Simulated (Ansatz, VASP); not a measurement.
# Ti in VASP and in Ansatz

```
Ti
1.0
     0.00000    2.05698    2.05698
     2.05698    0.00000    2.05698
     2.05698    2.05698    0.00000
Ti
1
Direct
  0.00000 0.00000 0.00000
```

Alike in both runs: task single point; functional PBE; k mesh 18 × 18 × 18; occupations fermi-dirac, width 0.08 eV; no spin polarisation.

|  | VASP | Ansatz |
| --- | --- | --- |
| version | VASP 6.6.1 | Ansatz 0.2.0 |
| potentials or method | VASP PAW PBE potentials, release 64 (Ti_sv), cutoff 520 eV | all-electron LAPW, scalar-relativistic |

|  | VASP | Ansatz | Ansatz less VASP |
| --- | --- | --- | --- |
| pressure (GPa) | -0.3 | 0.0 | +0.25 |

Ansatz ran all-electron here, and VASP with PAW potentials.
